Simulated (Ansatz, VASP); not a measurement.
## Si: VASP beside Ansatz

INCAR

```
PREC = Accurate ; ENCUT = 520
EDIFF = 1E-7 ; ISMEAR = -1
SIGMA = 0.05 ; LREAL = F
LASPH = T ; NELM = 100
ALGO = Normal ; ISIF = 2
LWAVE = F ; LCHARG = F
GGA = PE ; NBANDS = 11
```

The input KPOINTS:

```
regular mesh
0
Gamma
  16 16 16
```

POSCAR

```
Si
1.0
   -2.2510000000      2.3685000000      1.2877500000
    2.2510000000     -2.3685000000      1.2877500000
    2.2510000000      2.3685000000     -1.2877500000
Si
2
Direct
    0.8070000000      0.5570000000      0.2500000000
    0.1930000000      0.4430000000      0.7500000000
```

Input for Ansatz:

```yaml
crystal:
  lattice:
    - [-2.251, 2.3685, 1.28775]
    - [2.251, -2.3685, 1.28775]
    - [2.251, 2.3685, -1.28775]
  atoms:
    - { symbol: Si, position: [0.807, 0.557, 0.25] }
    - { symbol: Si, position: [0.193, 0.443, 0.75] }
kpoints:
  mp_grid: { grid: [16, 16, 16] }
  band_path:
    path:
      - [0.0, 0.0, 0.0]
      - [0.5, -0.5, 0.5]
      - [0.4758105458, -0.4758105458, 0.5241894542]
      - [-0.4758105458, 0.4758105458, 0.4758105458]
      - [0.0, 0.0, 0.0]
      - [0.3239020265, 0.3239020265, -0.3239020265]
      - [0.6760979735, -0.3239020265, 0.3239020265]
      - [0.5, -0.5, 0.5]
      - [0.0, 0.0, 0.0]
    npoints: 5
scf:
  occupations: { method: fermi_dirac, width: 0.05 }
hamiltonian:
  xc: pbe
  pseudopotentials: { kind: all_electron, lapw: { basis_error: 0.0005 } }
output:
  forces: true
  stress: true
  eigenvalues: true
```

Change from the starting cell: zz strain of +1 %.

Alike in both runs: task single point; functional PBE; k mesh 16 × 16 × 16; occupations fermi-dirac, width 0.05 eV; no spin polarisation.

|  | VASP | Ansatz |
| --- | --- | --- |
| version | VASP 6.6.1 | Ansatz 0.2.0 |
| potentials or method | VASP PAW PBE potentials, release 64 (Si), cutoff 520 eV | all-electron LAPW, scalar-relativistic |

|  | VASP | Ansatz | Ansatz less VASP |
| --- | --- | --- | --- |
| pressure (GPa) | 14.1 | 14.2 | +0.07 |
| traceless stress, the component that is largest in VASP (GPa) | 2.56 | 2.56 | +0.001 |
| rms of the force components (eV/Å) | 0.007 | 0.005 | -0.0017 |

Atom by atom the forces differ by 0.002 eV/Å (rms over components). Ansatz ran all-electron here, and VASP with PAW potentials.
